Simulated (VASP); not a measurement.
# KGe2 (I4/mmm) in VASP: a series of runs

Runs on KGe2. Level: PBE+D3(BJ). Tasks: single point.

Everything below comes from runs of VASP 6.6.1. Logs are shortened: lines on timing, memory, paths and dates and some standing lists are left out, and cuts for length are marked.

## (1) The cell of the first run

It takes space group I4/mmm (No. 139, tetragonal). The conventional cell has a = 3.445 Å, b = 3.445 Å, c = 12.255 Å, α = 90.00°, β = 90.00°, γ = 90.00°. K (site symmetry 4/mmm) has 4 K at 3.44 Å and 10 Ge at 3.45 to 3.68 Å within 4.5 Å. Ge (site symmetry 4mm) has 8 Ge at 2.73 to 3.44 Å and 5 K at 3.45 to 3.68 Å within 3.7 Å.

## (2) Single point, PBE+D3(BJ)

Contents of INCAR:

```
PREC     = Accurate       # precision mode
ENCUT    = 520            # plane-wave cutoff, eV
EDIFF    = 1E-6           # SCF threshold, eV
ISMEAR   = 0              # smearing method
SIGMA    = 0.1            # smearing width, eV
LREAL    = False          # projectors in reciprocal space
LASPH    = True           # aspherical terms in the spheres
NELM     = 80             # most SCF steps
ALGO     = Normal         # electronic algorithm
ISIF     = 2              # what is computed and relaxed
LWAVE    = False          # write WAVECAR
LCHARG   = True           # write CHGCAR
GGA      = PE             # functional
IVDW     = 12             # dispersion correction
LELF     = True           # ELF
LVHAR    = True         
NBANDS   = 26             # bands
```

Contents of KPOINTS:

```
regular mesh
0
Gamma
  6 6 6
```

Contents of POSCAR:

```
KGe2
1.0
   -1.7224966611      1.7224966611      6.1273830119
    1.7224966611     -1.7224966611      6.1273830119
    1.7224966611      1.7224966611     -6.1273830119
K Ge
1 2
Direct
    0.0000000000      0.0000000000      0.0000000000
    0.6997151971      0.6997151971      0.0000000000
    0.3002848029      0.3002848029      0.0000000000
```

Potentials or basis: VASP PAW PBE potentials, release 64 (K_sv, Ge_d).

The run is started by

```sh
cat potpaw_PBE.64/K_sv/POTCAR potpaw_PBE.64/Ge_d/POTCAR > POTCAR
mpirun -np 1 vasp_std > vasp.out
```

OUTCAR:

```text
PREC = Accurate
   ENCUT = 520
   EDIFF = 1E-6
   ISMEAR = 0
   LREAL = False
   LASPH = True
   NELM = 80
   ISIF = 2
   GGA = PE
   IVDW = 12
 IVDW          = 12

 ion  position               nearest neighbor table
   1  0.000  0.000  0.000-
   2  0.700  0.700  0.000-   3 2.73   3 2.73   3 2.73   3 2.73
   3  0.300  0.300  0.000-   2 2.73   2 2.73   2 2.73   2 2.73

  LATTYP: Found a body centered tetragonal cell.
 ALAT       =     3.4449933222
 C/A-ratio  =     3.5572684408

  Lattice vectors:

 A1 = (  -1.7224966611,   1.7224966611,   6.1273830119)
 A2 = (   1.7224966611,  -1.7224966611,   6.1273830119)
 A3 = (   1.7224966611,   1.7224966611,  -6.1273830119)

Analysis of symmetry for initial positions (statically):
=====================================================================
 Subroutine PRICEL returns:
 Original cell was already a primitive cell.

 Routine SETGRP: Setting up the symmetry group for a
 body centered tetragonal supercell.

 Subroutine GETGRP returns: Found 16 space group operations
 (whereof 16 operations were pure point group operations)
 out of a pool of 16 trial point group operations.

The static configuration has the point symmetry D_4h.

Analysis of symmetry for dynamics (positions and initial velocities):
=====================================================================
 Subroutine PRICEL returns:
 Original cell was already a primitive cell.

 Routine SETGRP: Setting up the symmetry group for a
 body centered tetragonal supercell.

 Subroutine GETGRP returns: Found 16 space group operations
 (whereof 16 operations were pure point group operations)
 out of a pool of 16 trial point group operations.

The dynamic configuration has the point symmetry D_4h.

 Subroutine INISYM returns: Found 16 space group operations
 (whereof 16 operations are pure point group operations),
 and found     1 'primitive' translations

----------------------------------------------------------------------------------------

                                     Primitive cell

  volume of cell :      72.7197

  direct lattice vectors                    reciprocal lattice vectors
    -1.722496661  1.722496661  6.127383012     0.000000000  0.290276325  0.081600905
[... 84 lines left out ...]
   LSORBIT =      F    spin-orbit coupling
   LASPH  =      T    aspherical Exc in radial PAW
   ENCUT  =  520.0 eV  38.22 Ry    6.18 a.u.  12.26 12.26 12.26*2*pi/ulx,y,z
   NELM   =     80;   NELMIN=  2; NELMDL= -5     # of ELM steps
   EDIFF  = 0.1E-05   stopping-criterion for ELM
   LREAL  =      F    real-space projection
   EDIFFG = 0.1E-04   stopping-criterion for IOM
   NSW    =      0    number of steps for IOM
   IBRION =     -1    ionic relax: 0-MD 1-quasi-New 2-CG
   NFREE  =      0    steps in history (QN), initial steepest desc. (CG)
   ISIF   =      2    stress and relaxation
   ISYM   =      2    0-nonsym 1-usesym 2-fastsym
   POTIM  = 0.5000    time-step for ionic-motion
   TEBEG  =    0.0;   TEEND  =   0.0 temperature during run
   PSTRESS=    0.0 pullay stress
   NELECT =      37.0000    total number of electrons
   NUPDOWN=      -1.0000    fix difference up-down
   EMIN   =  10.00;   EMAX   =-10.00  energy-range for DOS
   EFERMI =   0.00;   METHOD = LEGACY
   ISMEAR =     0;   SIGMA  =   0.10  broadening in eV -4-tet -1-fermi 0-gaus
   EFERMI_NEDOS =   21; number of points for ismear=-14 and -15
   IALGO  =     38    algorithm
   IMIX   =      4    mixing-type and parameters
     AMIX     =   0.40;   BMIX     =  1.00
     AMIX_MAG =   1.60;   BMIX_MAG =  1.00
  volume/ion in A,a.u.               =      24.24       163.58
  Fermi-wavevector in a.u.,A,eV,Ry     =   1.306947  2.469773 23.240271  1.708112
  Thomas-Fermi vector in A             =   2.437715
   LORBIT       =      0    0 simple, 1 ext, 2 COOP (PROOUT), +10 PAW based schemes
   GGA     = PE    functional components
   LHFCALC =     F    Hartree Fock is set to
   AEXX    =    0.0000 exact exchange contribution
   IVDW    =    12    specifies the selected vdW correction
   LEPSILON=     F    determine dielectric tensor
   LRPA    =     F    only Hartree local field effects (RPA)
 non-spin polarized calculation
 Gauss-broadening in eV      SIGMA  =   0.10
  energy-cutoff  :      520.00
  volume of cell :       72.72
 maximum number of plane-waves:      1986
 NGX is ok and might be reduce to    50
   NGX = 25   NGY = 25   NGZ = 25

 number of electron      37.0000009 magnetization

 Free energy of the ion-electron system (eV)
  ---------------------------------------------------
  ext. energy  EPLUGINS =         0.00000000
  ---------------------------------------------------
  free energy    TOTEN  =        -9.97005158 eV

  energy without entropy =       -9.96385061  energy(sigma->0) =       -9.96695109

 E-fermi :   3.5466     XC(G=0):  -9.6036

 val. band max:        3.5388291283   @ k =  -0.3333  -0.3333   0.3333
 cond. band min:       3.5927381674   @ k =   0.5000   0.3333   0.0000
 fundamental gap:      0.0539090391
 Fermi energy:         3.5466393416

 k-point     1 :       0.0000    0.0000    0.0000
  band No.  band energies     occupation
      1     -27.1116      2.00000
      2     -20.6363      2.00000
      3     -20.6244      2.00000
      4     -20.5382      2.00000
      5     -20.5382      2.00000
      6     -20.5170      2.00000
[... 685 lines left out ...]
     25      11.2234      0.00000
     26      11.3845      0.00000

 [... further k-points ...]

------------------------ aborting loop because EDIFF is reached ----------------------------------------

 Edisp (eV)   -0.86976

 E8    (eV) :    -0.4124

  FORCE on cell =-STRESS in cart. coord.  units (eV):
  Direction    XX          YY          ZZ          XY          YZ          ZX
  --------------------------------------------------------------------------------------
  -------------------------------------------------------------------------------------
  Total      -0.02218    -0.02218     0.08406     0.00000     0.00000     0.00000
  in kB      -0.48857    -0.48857     1.85208     0.00000     0.00000     0.00000
  external pressure =        0.29 kB  Pullay stress =        0.00 kB

 VOLUME and BASIS-vectors are now :
 -----------------------------------------------------------------------------
  energy-cutoff  :      520.00
  volume of cell :       72.72
      direct lattice vectors                 reciprocal lattice vectors
    -1.722496661  1.722496661  6.127383012     0.000000000  0.290276325  0.081600905
     1.722496661 -1.722496661  6.127383012     0.290276325  0.000000000  0.081600905
     1.722496661  1.722496661 -6.127383012     0.290276325  0.290276325  0.000000000

 POSITION                                       TOTAL-FORCE (eV/Angst)
 -----------------------------------------------------------------------------------
      0.00000      0.00000      0.00000         0.000000      0.000000     -0.000000
      0.00000      0.00000      8.57485         0.000000      0.000000     -0.042732
      0.00000      0.00000      3.67992        -0.000000     -0.000000      0.042732
 -----------------------------------------------------------------------------------
    total drift:                                0.000000      0.000000     -0.000000

  FREE ENERGIE OF THE ION-ELECTRON SYSTEM (eV)
  ---------------------------------------------------
  free  energy   TOTEN  =       -10.8398143914 eV

  energy  without entropy=      -10.8336134143  energy(sigma->0) =      -10.83671390
```

stdout:

```text
POSCAR found type information on POSCAR K Ge
 POSCAR found :  2 types and       3 ions
 scaLAPACK will be used
 LDA part: xc-table for (Slater+PW92), standard interpolation
 POSCAR, INCAR and KPOINTS ok, starting setup
 FFT: planning ... GRIDC
 FFT: planning ... GRID_SOFT
 FFT: planning ... GRID
 WAVECAR not read
 entering main loop
```

It took 2.8 min on 1 thread of Intel Xeon Platinum 8488C (Sapphire Rapids), shared host; peak memory 0.35 GiB.

What came out:

```
Free energy                : -10.8398 eV
Pressure                   : 0.0 GPa
Largest force              : 0.043 eV/Å
Band gap on the k mesh     : zero (an odd number of electrons rules out a gap without spin polarisation)
Dispersion energy per atom : -0.290 eV
```

Forces on the atoms (eV/Å):
```
K    0.000  0.000  0.000
Ge   0.000  0.000 -0.043
Ge   0.000  0.000  0.043
```

## (3) Single point, PBE+D3(BJ)

This run uses another cell than the first one, of 42.01 Å³/atom.

Contents of INCAR:

```
SYSTEM = KGe2
  PREC = Accurate
  ENCUT = 520
  EDIFF = 1E-6
  ISMEAR = 0
  SIGMA = 0.1
  LREAL = .FALSE.
  LASPH = .TRUE.
  NELM = 60
  ALGO = Normal
  ISIF = 2
  LWAVE = .FALSE.
  LCHARG = .TRUE.
  GGA = PE
  IVDW = 12
  LELF = .TRUE.
  LVHAR = .TRUE.
  NBANDS = 26
```

Contents of KPOINTS:

```
regular mesh
0
G
  6 6 6
  0 0 0
```

Contents of POSCAR:

```
KGe2
1.0
   -2.2578542800      2.2578542800      6.1802043700
    2.2578542800     -2.2578542800      6.1802043700
    2.2578542800      2.2578542800     -6.1802043700
K Ge
1 2
Direct
    0.0000000000      0.0000000000      0.0000000000
    0.6189363700      0.6189363700      0.0000000000
    0.3810636300      0.3810636300      0.0000000000
```

Potentials or basis: VASP PAW PBE potentials, release 64 (K_sv, Ge_d).

The run is started by

```sh
cat potpaw_PBE.64/K_sv/POTCAR potpaw_PBE.64/Ge_d/POTCAR > POTCAR
mpirun -np 1 vasp_std > vasp.out
```

Wall time 3.3 min (1 thread of Intel Xeon Platinum 8488C (Sapphire Rapids), shared host); peak memory 0.39 GiB.

It converged, with:

- Free energy: -7.8954 eV
- Pressure: -2.9 GPa
- Largest force: 0.984 eV/Å
- Band gap on the k mesh: zero (an odd number of electrons rules out a gap without spin polarisation)
- Dispersion energy per atom: -0.164 eV

Forces in eV/Å, atoms in the order of the input:
```
K    0.000  0.000  0.000
Ge   0.000  0.000 -0.984
Ge   0.000  0.000  0.984
```

Stress tensor (GPa, compression positive):
```
-0.30  0.00  0.00
 0.00 -0.30  0.00
 0.00  0.00 -8.11
```

Levels at points of the mesh, in eV from the Fermi level:
```tsv
k point	band 15	band 16	band 17	band 18	band 19	band 20	band 21	band 22
(0.00, 0.00, 0.00)	-8.43	-6.49	-1.61	0.83	0.83	1.33	1.33	3.60
(0.50, 0.00, 0.00)	-7.94	-6.58	-1.65	-0.93	0.49	0.51	2.04	2.71
(0.50, 0.50, 0.00)	-7.87	-6.33	-1.15	-0.63	-0.46	-0.36	0.53	3.00
(0.50, 0.50, 0.50)	-8.20	-6.98	-0.21	0.47	0.47	1.84	1.93	1.93
```
